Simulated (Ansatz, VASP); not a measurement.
# One calculation of KTaO3, two programs

Contents of INCAR:

```
SYSTEM = KTaO3
  PREC = Accurate
  ENCUT = 1340
  EDIFF = 1E-6
  ISMEAR = -1
  SIGMA = 0.05
  LREAL = .FALSE.
  LASPH = .TRUE.
  NELM = 200
  ALGO = Normal
  ISIF = 2
  LWAVE = .FALSE.
  LCHARG = .TRUE.
  LMAXMIX = 4
  LDAU = .TRUE.
  LDAUTYPE = 2
  LDAUL = 2 -1 -1
  LDAUU = 6 0 0
  LDAUJ = 0 0 0
  LDAUPRINT = 1
  GGA = PS
  LELF = .TRUE.
  LVHAR = .TRUE.
  NBANDS = 28
  GGA_COMPAT = .FALSE.
```

File KPOINTS:

```
regular mesh
0
G
  7 7 7
  0 0 0
```

POSCAR

```
KTaO3
1.0
    3.9883000000      0.0000000000      0.0000000000
    0.0000000000      3.9883000000      0.0000000000
    0.0000000000      0.0000000000      3.9883000000
Ta K O
1 1 3
Direct
    0.0000000000      0.0000000000      0.0000000000
    0.5000000000      0.5000000000      0.5000000000
    0.0000000000      0.0000000000      0.5000000000
    0.0000000000      0.5000000000      0.0000000000
    0.5000000000      0.0000000000      0.0000000000
```

The input input.yaml:

```yaml
crystal:
  lattice:
    - [3.9883, 0.0, 0.0]
    - [0.0, 3.9883, 0.0]
    - [0.0, 0.0, 3.9883]
  atoms:
    - { symbol: Ta, position: [0.0, 0.0, 0.0] }
    - { symbol: K, position: [0.5, 0.5, 0.5] }
    - { symbol: O, position: [0.0, 0.0, 0.5] }
    - { symbol: O, position: [0.0, 0.5, 0.0] }
    - { symbol: O, position: [0.5, 0.0, 0.0] }
hamiltonian:
  xc: pbesol
  pseudopotentials: { kind: paw }
  hubbard: { sites: [{ species: Ta, l: d, u_eff: 6.0 }] }
kpoints:
  mp_grid: { grid: [7, 7, 7] }
scf:
  occupations: { method: fermi_dirac, width: 0.05 }
  n_extra_bands: 12
output:
  forces: true
  stress: true
  eigenvalues: true
  dos: { projected: true, de: 0.05, nscf_kmesh: { grid: [11, 11, 11] } }
```

Alike in both runs: functional PBEsol; k mesh 7 × 7 × 7; occupations fermi-dirac, width 0.05 eV; no spin polarisation; Hubbard terms Ta d U = 6.0 eV.

```csv
,VASP,Ansatz
version,VASP 6.6.1,Ansatz 0.2.0
potentials or method,"VASP PAW PBE potentials, release 64 (Ta_sv_GW, K_sv, O_h)",Ansatz PAW
plane-wave cutoff (eV),1340,420
valence electrons in the cell,40,40
task,single point,projected density of states
```

```tsv
	VASP	Ansatz	Ansatz less VASP
gap on the k mesh at the Fermi level (eV)	3.03	3.00	-0.038
least direct gap on the mesh (eV)	3.68	3.63	-0.047
pressure (GPa)	6.1	1.4	-4.68
```

VASP's potentials were made for PBE, not for PBEsol. The programs project onto different local orbitals, so the same U acts differently, and such runs can settle in different states.

Neither program's run includes spin-orbit coupling. Noted on Ansatz's run: odd divisions of the mesh miss points on the zone boundary, where band edges often lie, so the gap on the mesh can be too wide.
